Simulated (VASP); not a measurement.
A run of VASP 6.6.1:

Contents of INCAR:

```
SYSTEM = Si4O
ALGO = Normal ; EDIFF = 1E-6
EDIFFG = -0.04 ; ENCUT = 600
GGA = PE ; IBRION = 2
ISIF = 3 ; ISMEAR = 0
LASPH = .TRUE. ; LCHARG = .FALSE.
LREAL = .FALSE. ; LWAVE = .FALSE.
NELM = 100 ; NSW = 90
PREC = Accurate ; SIGMA = 0.1
```

The input KPOINTS:

```
k-points
0
G
  4 4 6
  0 0 0
```

POSCAR

```
Si4O
1.0
    4.8498788700      0.0000000000      0.0000000000
    0.0000000000      4.8498788700      0.0000000000
    0.0000000000      0.0000000000      3.1380596400
Si O
4 1
Direct
    0.6812042700      0.6845866900      0.5000000000
    0.3187957300      0.3154133100      0.5000000000
    0.3154133100      0.6812042700      0.5000000000
    0.6845866900      0.3187957300      0.5000000000
    0.5000000000      0.5000000000      0.0000000000
```

Potentials or basis: VASP PAW PBE potentials, release 64 (Si, O).

Launch:

```console
$ cat potpaw_PBE.64/Si/POTCAR potpaw_PBE.64/O/POTCAR > POTCAR
$ mpirun -np 1 vasp_std > vasp.out
```

Hardware: 1 thread of Intel(R) Xeon(R) 6975P-C (Granite Rapids), with other jobs on the host.

Task: Estimate the wall time of this run.

Result: Wall time 6.3 min on 1 thread of Intel(R) Xeon(R) 6975P-C (Granite Rapids), on a shared host, peak memory 0.21 GiB. Counts: scf iterations 279, k points 24, ion steps 23.
